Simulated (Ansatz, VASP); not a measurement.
# One calculation of Ni, two programs

The input INCAR:

```
SYSTEM = Ni
PREC     = Accurate       ! precision mode
ENCUT    = 520            ! plane-wave cutoff, eV
EDIFF    = 1E-7           ! SCF threshold, eV
ISMEAR   = 0              ! smearing method
SIGMA    = 0.1            ! smearing width, eV
LREAL    = .FALSE.        ! projectors in reciprocal space
LASPH    = .TRUE.         ! aspherical terms in the spheres
NELM     = 150            ! most SCF steps
ALGO     = Fast           ! electronic algorithm
ISIF     = 2              ! what is computed and relaxed
LWAVE    = .FALSE.        ! write WAVECAR
LCHARG   = .FALSE.        ! write CHGCAR
ISPIN    = 2              ! spin polarisation
MAGMOM   = 0.74           ! initial moments
LORBIT   = 11             ! projections on sites
LMAXMIX  = 4              ! l up to which the mixer works
GGA      = PS             ! functional
NBANDS   = 15             ! bands
```

The input KPOINTS:

```
Automatic mesh
0
G
  15 15 18
  0 0 0
```

The input POSCAR:

```
Ni
1.0
    2.5196844683     -0.0000000285     -0.0004989370
   -1.2598422588      2.1821108018      0.0000000000
    1.2594596281      0.7271493553      1.9645266522
Ni
1
Direct
    0.0000000000      0.0000000000      0.0000000000
```

Input for Ansatz:

```yaml
crystal:
  lattice:
    - [2.5196844683, -2.85e-08, -0.000498937]
    - [-1.2598422588, 2.1821108018, 0.0]
    - [1.2594596281, 0.7271493553, 1.9645266522]
  atoms:
    - { symbol: Ni, position: [0.0, 0.0, 0.0], spin: 0.74 }
basis:
  ecutwfc: 420
kpoints:
  mp_grid: { grid: [15, 15, 18] }
hamiltonian:
  xc: pbesol
scf:
  occupations: { method: gaussian, width: 0.1 }
output:
  forces: true
  stress: true
  eigenvalues: true
  populations: true
magnetization:
  spin_polarized: true
```

Change from the starting cell: band edges of the strained film's bulk.

Alike in both runs: task single point; functional PBEsol; k mesh 15 × 15 × 18; occupations gaussian, width 0.1 eV; collinear spin.

|  | VASP | Ansatz |
| --- | --- | --- |
| version | VASP 6.6.1 | Ansatz 0.2.0 |
| potentials or method | VASP PAW PBE potentials, release 64 (Ni), cutoff 520 eV | scalar-relativistic, plane waves, PAW |
| valence electrons in the cell | 10 | 18 |

Ansatz gave:

- gap on the k mesh at the Fermi level (eV): none
- pressure (GPa): -7.8
- traceless stress, the component that is largest in VASP (GPa): 7.84
- net moment per atom (μB): 0.64
- size of the moment on the site where the two differ most (μB): 0.68

Q: Which values does VASP return?

A: gap on the k mesh at the Fermi level (eV): none; pressure (GPa): -7.9; traceless stress, the component that is largest in VASP (GPa): 7.59; net moment per atom (μB): 0.63; size of the moment on the site where the two differ most (μB): 0.64.

VASP's potentials were made for PBE, not for PBEsol. Site moments also hang on the region over which each program counts them. A gap of «none» marks a metal or a gap that the smearing closes. VASP's potentials hold 10 valence electrons a cell and Ansatz's 18, so a difference there can come from the potentials and not from the codes.
